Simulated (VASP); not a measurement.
# Ag2O5 (cubic X2O5 type) (Pn-3m) in VASP: single point with PBE

Aim: the single point of Ag2O5 (cubic X2O5 type) with PBE.

Program: VASP 6.6.1. These are calculated values, not measurements. Logs are shortened: lines on timing, memory, paths and dates and some standing lists are left out, and cuts for length are marked.

### 1 The cell of the first run

The structure is cubic, space group Pn-3m (No. 224). The conventional cell has a = 5.276 Å, b = 5.276 Å, c = 5.276 Å, α = 90.00°, β = 90.00°, γ = 90.00°. Within 3.0 Å of Ag (site symmetry -3m) lie 12 O at 2.28 to 2.64 Å. Within 3.0 Å of O (site symmetry -3m) lie 6 O at 2.28 Å and 6 Ag at 2.64 Å. Within 3.0 Å of O (site symmetry -42m) lie 4 Ag at 2.28 Å and 8 O at 2.28 to 2.64 Å.

### 2 Single point, PBE

File INCAR:

```
PREC = Accurate
ENCUT = 520
EDIFF = 1E-7
ISMEAR = -1
SIGMA = 0.06122561905347299
LREAL = False
LASPH = True
NELM = 80
ALGO = Normal
ISIF = 2
LWAVE = False
LCHARG = True
GGA = PE
LELF = True
LVHAR = True
NBANDS = 65
```

File KPOINTS:

```
regular mesh
0
Gamma
  11 11 11
```

File POSCAR:

```
Ag2O5
1.0
    5.2764934941      0.0000000000      0.0000000000
    0.0000000000      5.2764934941      0.0000000000
    0.0000000000      0.0000000000      5.2764934941
Ag O
4 10
Direct
    0.0000000000      0.0000000000      0.0000000000
    0.5000000000      0.5000000000      0.0000000000
    0.5000000000      0.0000000000      0.5000000000
    0.0000000000      0.5000000000      0.5000000000
    0.5000000000      0.0000000000      0.0000000000
    0.0000000000      0.5000000000      0.0000000000
    0.0000000000      0.0000000000      0.5000000000
    0.5000000000      0.5000000000      0.5000000000
    0.7500000000      0.7500000000      0.2500000000
    0.7500000000      0.2500000000      0.7500000000
    0.2500000000      0.7500000000      0.7500000000
    0.7500000000      0.2500000000      0.2500000000
    0.2500000000      0.7500000000      0.2500000000
    0.2500000000      0.2500000000      0.7500000000
```

Potentials or basis: VASP PAW PBE potentials, release 64 (Ag, O).

The run is started by

```sh
$ cat potpaw_PBE.64/Ag/POTCAR potpaw_PBE.64/O/POTCAR > POTCAR
$ mpirun -np 1 vasp_std > vasp.out
```

OUTCAR:

```text
PREC = Accurate
   ENCUT = 520
   EDIFF = 1E-7
   ISMEAR = -1
   LREAL = False
   LASPH = True
   NELM = 80
   ISIF = 2
   GGA = PE

 ion  position               nearest neighbor table
   1  0.000  0.000  0.000-   9 2.28  10 2.28  11 2.28  12 2.28  13 2.28  14 2.28   5 2.64   6 2.64
                             7 2.64   7 2.64   6 2.64   5 2.64
   2  0.500  0.500  0.000-   9 2.28  10 2.28  11 2.28  12 2.28  13 2.28  14 2.28   5 2.64   6 2.64
                             8 2.64   8 2.64   5 2.64   6 2.64
   3  0.500  0.000  0.500-   9 2.28  10 2.28  11 2.28  12 2.28  13 2.28  14 2.28   5 2.64   7 2.64
                             8 2.64   5 2.64   8 2.64   7 2.64
   4  0.000  0.500  0.500-   9 2.28  10 2.28  11 2.28  12 2.28  13 2.28  14 2.28   6 2.64   7 2.64
                             8 2.64   6 2.64   7 2.64   8 2.64
   5  0.500  0.000  0.000-   1 2.64   2 2.64   3 2.64   3 2.64   2 2.64   1 2.64
   6  0.000  0.500  0.000-   1 2.64   2 2.64   4 2.64   4 2.64   1 2.64   2 2.64
   7  0.000  0.000  0.500-   1 2.64   3 2.64   4 2.64   1 2.64   4 2.64   3 2.64
   8  0.500  0.500  0.500-   2 2.64   3 2.64   4 2.64   2 2.64   3 2.64   4 2.64
   9  0.750  0.750  0.250-   1 2.28   2 2.28   3 2.28   4 2.28
  10  0.750  0.250  0.750-   1 2.28   2 2.28   3 2.28   4 2.28
  11  0.250  0.750  0.750-   1 2.28   2 2.28   3 2.28   4 2.28
  12  0.750  0.250  0.250-   1 2.28   2 2.28   3 2.28   4 2.28
  13  0.250  0.750  0.250-   1 2.28   2 2.28   3 2.28   4 2.28
  14  0.250  0.250  0.750-   1 2.28   2 2.28   3 2.28   4 2.28

  LATTYP: Found a simple cubic cell.
 ALAT       =     5.2764934941

  Lattice vectors:

 A1 = (   5.2764934941,   0.0000000000,   0.0000000000)
 A2 = (   0.0000000000,   5.2764934941,   0.0000000000)
 A3 = (   0.0000000000,   0.0000000000,   5.2764934941)

Analysis of symmetry for initial positions (statically):
=====================================================================
 Subroutine PRICEL returns:
 Original cell was already a primitive cell.

 Routine SETGRP: Setting up the symmetry group for a
 simple cubic supercell.

 Subroutine GETGRP returns: Found 48 space group operations
 (whereof 12 operations were pure point group operations)
 out of a pool of 48 trial point group operations.

The static configuration has the point symmetry D_3d.
 The point group associated with its full space group is O_h .

Analysis of symmetry for dynamics (positions and initial velocities):
=====================================================================
 Subroutine PRICEL returns:
 Original cell was already a primitive cell.

 Routine SETGRP: Setting up the symmetry group for a
 simple cubic supercell.

 Subroutine GETGRP returns: Found 48 space group operations
 (whereof 12 operations were pure point group operations)
 out of a pool of 48 trial point group operations.

The dynamic configuration has the point symmetry D_3d.
 The point group associated with its full space group is O_h .

 Subroutine INISYM returns: Found 48 space group operations
 (whereof 12 operations are pure point group operations),
 and found     1 'primitive' translations

----------------------------------------------------------------------------------------

                                     Primitive cell

  volume of cell :     146.9049

  direct lattice vectors                    reciprocal lattice vectors
     5.276493494  0.000000000  0.000000000     0.189519802  0.000000000  0.000000000
     0.000000000  5.276493494  0.000000000     0.000000000  0.189519802  0.000000000
     0.000000000  0.000000000  5.276493494     0.000000000  0.000000000  0.189519802

  length of vectors
     5.276493494  5.276493494  5.276493494     0.189519802  0.189519802  0.189519802

  position of ions in fractional coordinates (direct lattice)
     0.000000000  0.000000000  0.000000000
     0.500000000  0.500000000  0.000000000
     0.500000000  0.000000000  0.500000000
     0.000000000  0.500000000  0.500000000
     0.500000000  0.000000000  0.000000000
     0.000000000  0.500000000  0.000000000
     0.000000000  0.000000000  0.500000000
     0.500000000  0.500000000  0.500000000
     0.750000000  0.750000000  0.250000000
     0.750000000  0.250000000  0.750000000
     0.250000000  0.750000000  0.750000000
     0.750000000  0.250000000  0.250000000
     0.250000000  0.750000000  0.250000000
     0.250000000  0.250000000  0.750000000

  ion indices of the primitive-cell ions
   primitive index   ion index
                 1           1
                 2           2
                 3           3
                 4           4
                 5           5
                 6           6
                 7           7
                 8           8
                 9           9
                10          10
                11          11
                12          12
                13          13
                14          14

----------------------------------------------------------------------------------------

 KPOINTS: regular mesh

Automatic generation of k-mesh.
 Grid dimensions read from file:
 generate k-points for:   11   11   11

 Generating k-lattice:

  Cartesian coordinates                     Fractional coordinates (reciprocal lattice)
     0.017229073  0.000000000  0.000000000     0.090909091  0.000000000  0.000000000
     0.000000000  0.017229073  0.000000000     0.000000000  0.090909091  0.000000000
     0.000000000  0.000000000  0.017229073     0.000000000  0.000000000  0.090909091

  Length of vectors
     0.017229073  0.017229073  0.017229073

  Shift w.r.t. Gamma in fractional coordinates (k-lattice)
     0.000000000  0.000000000  0.000000000

 Subroutine IBZKPT returns following result:
 ===========================================

 Found     56 irreducible k-points:

 Following reciprocal coordinates:
            Coordinates               Weight
  0.000000  0.000000  0.000000      1.000000
  0.090909  0.000000  0.000000      6.000000
  0.181818  0.000000  0.000000      6.000000
  0.272727  0.000000  0.000000      6.000000
  0.363636  0.000000  0.000000      6.000000
  0.454545  0.000000  0.000000      6.000000
[... 16 lines left out ...]
  0.181818  0.090909  0.090909     24.000000
  0.272727  0.090909  0.090909     24.000000
 [... further k-points ...]
   k-points           NKPTS =     56   k-points in BZ     NKDIM =     56   number of bands    NBANDS=     65
   number of dos      NEDOS =    301   number of ions     NIONS =     14
   total plane-waves  NPLWV =  64000
   dimension x,y,z NGX =    40 NGY =   40 NGZ =   40
   dimension x,y,z NGXF=    80 NGYF=   80 NGZF=   80
   ions per type =               4  10
   NGX,Y,Z   is equivalent  to a cutoff of  12.60, 12.60, 12.60 a.u.
   NGXF,Y,Z  is equivalent  to a cutoff of  25.21, 25.21, 25.21 a.u.
 SYSTEM =  unknown system
   PREC   = accura    normal or accurate (medium, high low for compatibility)
   ISTART =      0    job   : 0-new  1-cont  2-samecut
   ICHARG =      2    charge: 1-file 2-atom 10-const
   ISPIN  =      1    spin polarized calculation?
   LNONCOLLINEAR =      F non collinear calculations
   LSORBIT =      F    spin-orbit coupling
   LASPH  =      T    aspherical Exc in radial PAW
   ENCUT  =  520.0 eV  38.22 Ry    6.18 a.u.   9.81  9.81  9.81*2*pi/ulx,y,z
   NELM   =     80;   NELMIN=  2; NELMDL= -5     # of ELM steps
   EDIFF  = 0.1E-06   stopping-criterion for ELM
   LREAL  =      F    real-space projection
   EDIFFG = 0.1E-05   stopping-criterion for IOM
   NSW    =      0    number of steps for IOM
   IBRION =     -1    ionic relax: 0-MD 1-quasi-New 2-CG
   NFREE  =      0    steps in history (QN), initial steepest desc. (CG)
   ISIF   =      2    stress and relaxation
   ISYM   =      2    0-nonsym 1-usesym 2-fastsym
   POTIM  = 0.5000    time-step for ionic-motion
   TEBEG  =    0.0;   TEEND  =   0.0 temperature during run
   PSTRESS=    0.0 pullay stress
   NELECT =     104.0000    total number of electrons
   NUPDOWN=      -1.0000    fix difference up-down
   EMIN   =  10.00;   EMAX   =-10.00  energy-range for DOS
   EFERMI =   0.00;   METHOD = LEGACY
   ISMEAR =    -1;   SIGMA  =   0.06  broadening in eV -4-tet -1-fermi 0-gaus
   EFERMI_NEDOS =   21; number of points for ismear=-14 and -15
   IALGO  =     38    algorithm
   IMIX   =      4    mixing-type and parameters
     AMIX     =   0.40;   BMIX     =  1.00
     AMIX_MAG =   1.60;   BMIX_MAG =  1.00
  volume/ion in A,a.u.               =      10.49        70.81
  Fermi-wavevector in a.u.,A,eV,Ry     =   1.459062  2.757228 28.964941  2.128863
  Thomas-Fermi vector in A             =   2.575674
   LORBIT       =      0    0 simple, 1 ext, 2 COOP (PROOUT), +10 PAW based schemes
   GGA     = PE    functional components
   LHFCALC =     F    Hartree Fock is set to
   AEXX    =    0.0000 exact exchange contribution
   IVDW    =     0    specifies the selected vdW correction
   LEPSILON=     F    determine dielectric tensor
   LRPA    =     F    only Hartree local field effects (RPA)
 non-spin polarized calculation
  energy-cutoff  :      520.00
  volume of cell :      146.90
 maximum number of plane-waves:      3971
 NGX is ok and might be reduce to    40
   NGX = 19   NGY = 19   NGZ = 19

 number of electron     103.9999991 magnetization

 Free energy of the ion-electron system (eV)
  ---------------------------------------------------
  ext. energy  EPLUGINS =         0.00000000
  ---------------------------------------------------
  free energy    TOTEN  =       -45.67815030 eV

  energy without entropy =      -45.44311044  energy(sigma->0) =      -45.56063037

 E-fermi :   4.6697     XC(G=0): -11.9357

 val. band max:        4.6677195378   @ k =   0.4545   0.3636   0.1818
 cond. band min:       4.6707342316   @ k =   0.4545   0.3636   0.0000
 fundamental gap:      0.0030146938
 Fermi energy:         4.6696862587

 k-point     1 :       0.0000    0.0000    0.0000
  band No.  band energies     occupation
      1     -14.9165      2.00000
      2     -13.2299      2.00000
      3     -13.2299      2.00000
      4     -12.6480      2.00000
      5     -12.6480      2.00000
      6     -12.3878      2.00000
[... 56 lines left out ...]
     63      12.1936      0.00000
     64      12.1936      0.00000

 k-point     2 :       0.0909    0.0000    0.0000
  band No.  band energies     occupation
      1     -14.8943      2.00000
      2     -13.3104      2.00000
      3     -13.2193      2.00000
      4     -12.6611      2.00000
      5     -12.6422      2.00000
      6     -12.3858      2.00000
[... 56 lines left out ...]
     63      12.2106      0.00000
     64      12.2106      0.00000

 k-point     3 :       0.1818    0.0000    0.0000
  band No.  band energies     occupation
      1     -14.8289      2.00000
      2     -13.4990      2.00000
      3     -13.1880      2.00000
      4     -12.6992      2.00000
      5     -12.6252      2.00000
      6     -12.3802      2.00000
[... 1396 lines left out ...]
     63      12.2396      0.00000
     64      12.2629      0.00000

 k-point    24 :       0.2727    0.0909    0.0909
  band No.  band energies     occupation
      1     -14.6812      2.00000
      2     -13.7130      2.00000
      3     -13.2378      2.00000
      4     -12.7869      2.00000
      5     -12.6459      2.00000
      6     -12.5514      2.00000
[... 56 lines left out ...]
     63      12.2978      0.00000
     64      12.3258      0.00000

 [... further k-points ...]

 [bands above 64 left out]

------------------------ aborting loop because EDIFF is reached ----------------------------------------

  FORCE on cell =-STRESS in cart. coord.  units (eV):
  Direction    XX          YY          ZZ          XY          YZ          ZX
  --------------------------------------------------------------------------------------
  -------------------------------------------------------------------------------------
  Total        2.3368096      2.3368096      2.3368096     -0.0000000     -0.0000000      0.0000000
  in kB       25.4857663     25.4857663     25.4857663     -0.0000000     -0.0000000      0.0000000
  external PRESSURE =      25.4857663 kB  Pullay stress =       0.0000000 kB

 VOLUME and BASIS-vectors are now :
 -----------------------------------------------------------------------------
  energy-cutoff  :      520.00
  volume of cell :      146.90
      direct lattice vectors                 reciprocal lattice vectors
     5.276493494  0.000000000  0.000000000     0.189519802  0.000000000  0.000000000
     0.000000000  5.276493494  0.000000000     0.000000000  0.189519802  0.000000000
     0.000000000  0.000000000  5.276493494     0.000000000  0.000000000  0.189519802

 POSITION                                       TOTAL-FORCE (eV/Angst)
 -----------------------------------------------------------------------------------
      0.00000      0.00000      0.00000        -0.000000     -0.000000      0.000000
      2.63825      2.63825      0.00000        -0.000000     -0.000000      0.000000
      2.63825      0.00000      2.63825        -0.000000     -0.000000      0.000000
      0.00000      2.63825      2.63825        -0.000000     -0.000000      0.000000
      2.63825      0.00000      0.00000        -0.000000     -0.000000      0.000000
      0.00000      2.63825      0.00000        -0.000000     -0.000000      0.000000
      0.00000      0.00000      2.63825        -0.000000     -0.000000      0.000000
      2.63825      2.63825      2.63825        -0.000000     -0.000000      0.000000
      3.95737      3.95737      1.31912         0.000000      0.000000     -0.000000
      3.95737      1.31912      3.95737         0.000000     -0.000000      0.000000
      1.31912      3.95737      3.95737        -0.000000      0.000000     -0.000000
      3.95737      1.31912      1.31912        -0.000000      0.000000      0.000000
      1.31912      3.95737      1.31912         0.000000     -0.000000     -0.000000
      1.31912      1.31912      3.95737        -0.000000     -0.000000      0.000000
 -----------------------------------------------------------------------------------
    total drift:                               -0.000000      0.000000     -0.000000

  FREE ENERGIE OF THE ION-ELECTRON SYSTEM (eV)
  ---------------------------------------------------
  free  energy   TOTEN  =       -45.6781502956 eV

  energy  without entropy=      -45.4431104360  energy(sigma->0) =      -45.56063037
```

Run time: 25 min. Hardware: 1 thread of Intel Xeon 8259CL, shared host; peak memory 0.49 GiB.

Results:

```yaml
Free_energy: -45.6782 eV
Pressure: 2.5 GPa
Band_gap_on_the_k_mesh: zero (bands 52 and 53 overlap by 0.34 eV)
```
